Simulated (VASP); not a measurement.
**Si15C: single point with PBEsol+D4**

The system is Si15C.

```
Si C
1.0
    10.52736    0.00000    0.00000
     0.00000    5.26368    0.00000
     0.00000    0.00000    5.26368
Si C
15 1
Direct
  0.00211 0.98676 0.99284
  0.50091 0.98492 0.98593
  0.12575 0.24368 0.26017
  0.63728 0.26983 0.24833
  0.24669 0.49329 0.00697
  0.75341 0.50484 0.01330
  0.38392 0.73158 0.25459
  0.87290 0.74063 0.23021
  0.74828 0.00239 0.48353
  0.38220 0.25455 0.73475
  0.86653 0.25096 0.75270
  0.01400 0.49838 0.49419
  0.50581 0.50795 0.50092
  0.12918 0.72791 0.74472
  0.62363 0.74493 0.76343
  0.25739 0.99769 0.46820
```

```
Program             : VASP 6.6.1
Task                : single point
Functional          : PBEsol
Dispersion          : D4
Potentials or basis : VASP PAW PBE potentials, release 64 (Si, C)
Cutoff              : 600 eV
k mesh              : 2 × 2 × 2, shifted
Occupations         : fermi-dirac, width 0.05 eV
Spin                : collinear spin
Starting moments    : [0.5, 0.5, 0.5, 0.5, 0.5, 0.5, 0.5, 0.5, 0.5, 0.5, 0.5, 0.5, 0.5, 0.5, 0.5, 0.5] μB
```

```json
{
 "Pressure": "5.7 GPa",
 "Largest force": "4.248 eV/Å",
 "Band gap on the k mesh": "1.08 eV",
 "Net moment": "0.00 μB per cell",
 "Valence electrons inside the program's atomic spheres": "Si 1.73, 1.75, 1.69, 1.78, 1.86, 1.74, 1.65, 1.72, 1.77, 1.82, 1.70 (each value once); C 2.11",
 "Dispersion energy per atom": "-0.198 eV"
}
```

Forces on the atoms (eV/Å):
```
Si  -0.017  0.918 -0.366
Si  -0.453  2.030  1.623
Si   2.280 -3.379  0.177
Si  -2.685 -1.752 -0.051
Si   1.344 -0.606 -0.184
Si  -0.471 -0.440 -2.623
Si  -2.922  3.078  0.179
Si   2.161  1.331  2.387
Si   0.356 -1.057  1.144
Si  -2.326 -2.057 -0.633
Si   1.657 -0.223 -0.560
Si  -3.120 -0.240  0.197
Si   0.771 -0.930  0.381
Si   1.708  3.240 -0.807
Si   1.615  0.099 -1.361
C    0.103 -0.012  0.498
```

Stress tensor (GPa, compression positive):
```
3.86 0.76 0.02
0.76 6.28 0.55
0.02 0.55 7.04
```

Levels at points of the mesh, in eV from the valence-band top:
Spin up:
| k point | band 30 | band 31 | band 32 | band 33 | band 34 | band 35 |
| --- | --- | --- | --- | --- | --- | --- |
| (0.25, 0.25, 0.25) | -0.83 | -0.65 | 0.00 | 1.08 | 1.63 | 1.87 |
Spin down:
```csv
k point,band 30,band 31,band 32,band 33,band 34,band 35
"(0.25, 0.25, 0.25)",-0.83,-0.65,0.00,1.08,1.63,1.87
```

Run time: 100 s on 1 thread of Intel(R) Xeon(R) 6975P-C (Granite Rapids), with other jobs on the host, peak memory 0.54 GiB.

Caveat: the k points lie up to 0.60 Å⁻¹ apart; the PAW data sets were made with another functional, which shifts forces and pressure a little; a shifted mesh leaves out Γ, where band edges can lie. A k mesh can miss the band edges.
